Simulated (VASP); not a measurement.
The system is MnO.

```
Mn O
1.0
     0.00000    2.22391    2.22391
     2.22391    0.00000    2.22391
     2.22391    2.22391    0.00000
Mn O
1 1
Direct
  0.00000 0.00000 0.00000
  0.50000 0.50000 0.50000
```

| Item | Value |
| --- | --- |
| Program | VASP 6.6.1 |
| Task | relaxation of cell and atoms |
| Functional | PBEsol |
| Potentials or basis | VASP PAW PBE potentials, release 64 (Mn_pv, O) |
| Cutoff | 600 eV |
| k mesh | 10 × 10 × 10 |
| Occupations | fermi-dirac, width 0.05 eV |
| Spin | collinear spin, ferromagnetic start |
| Starting moments | [4.0, 0.0] μB |

At the start: pressure -7.1 GPa; volume 11.00 Å³/atom.

Problem. Where does the relaxation end?

Solution. Over 4 steps the energy falls by 20.5 meV/atom and the volume is 10.14 Å³/atom (-7.8 %); space group Fm-3m (No. 225, to 0.1 Å) before and after; moment 4.46 μB per cell.

The path:
| step | energy change (eV) | largest force (eV/Å) | pressure (GPa) | volume (Å³) |
| --- | --- | --- | --- | --- |
| 1 | 0.0000 | 0.0000 | -7.07 | 22.00 |
| 2 | -0.0404 | 0.0000 | -0.95 | 20.49 |
| 3 | -0.0410 | 0.0000 | -0.13 | 20.32 |
| 4 | -0.0410 | 0.0000 | 0.02 | 20.29 |

Final structure:
```xyz
2
Lattice="0.0000 2.1647 2.1647 2.1647 0.0000 2.1647 2.1647 2.1647 0.0000" Properties=species:S:1:pos:R:3 pbc="T T T"
Mn    2.1647    2.1647    4.3294
O     2.1647    2.1647    2.1647
```

Caveat: the PAW data sets were made with another functional, which shifts forces and pressure a little; a cell with one magnetic atom can't hold antiferromagnetic order, which such compounds often take.
